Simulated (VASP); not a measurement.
**CsH: single point with r2SCAN**

CsH:

```
Cs H
1.0
    -0.07970    3.18800    3.18800
     3.18800   -0.07970    3.18800
     3.10830    3.10830    0.00000
Cs H
1 1
Direct
  0.00000 0.00000 0.00000
  0.50000 0.50000 0.50000
```

This cell differs from its parent crystal: strain -0.0500 x Voigt [0, 0, 0, 0, 0, 1].

```json
{
 "Program": "VASP 6.6.1",
 "Task": "single point",
 "Functional": "r2SCAN",
 "Potentials or basis": "VASP PAW PBE potentials, release 64 (Cs_sv, H)",
 "Cutoff": "520 eV",
 "k mesh": "6 × 6 × 6",
 "Occupations": "gaussian, width 0.05 eV",
 "Spin": "no spin polarisation",
 "Dipole correction": "no",
 "Further INCAR settings": "ALGO = Normal; EDIFF = 1e-06; NBANDS = 12"
}
```

```
Pressure               : 0.0 GPa
Band gap on the k mesh : 2.65 eV (least direct gap 2.65 eV)
```

Stress tensor (GPa, compression positive):
```
0.05 0.23 0.00
0.23 0.05 0.00
0.00 0.00 0.03
```

Levels at points of the mesh, in eV from the valence-band top:
```csv
k point,band 3,band 4,band 5,band 6,band 7,band 8
"(0.00, 0.00, 0.00)",-8.18,-8.16,-1.66,5.45,5.61,5.91
"(0.50, 0.00, 0.00)",-8.25,-8.25,-0.03,2.65,5.15,5.48
"(0.50, 0.50, 0.00)",-8.48,-8.41,-1.16,3.49,6.06,8.63
"(0.00, 0.00, 0.50)",-8.29,-8.28,0.00,2.65,5.02,5.33
"(0.50, 0.00, 0.50)",-8.44,-8.44,-1.16,3.49,6.06,8.57
```

Wall time 85 s on 1 thread of Intel(R) Xeon(R) Platinum 8488C (Sapphire Rapids) (shared host), peak memory 0.23 GiB.

Caveat: the cell differs from its parent crystal (strain -0.0500 x Voigt [0, 0, 0, 0, 0, 1]); the PAW data sets were made with another functional, which shifts forces and pressure a little; spin-orbit coupling is left out, which moves the levels of the heavy elements. A k mesh can miss the band edges.
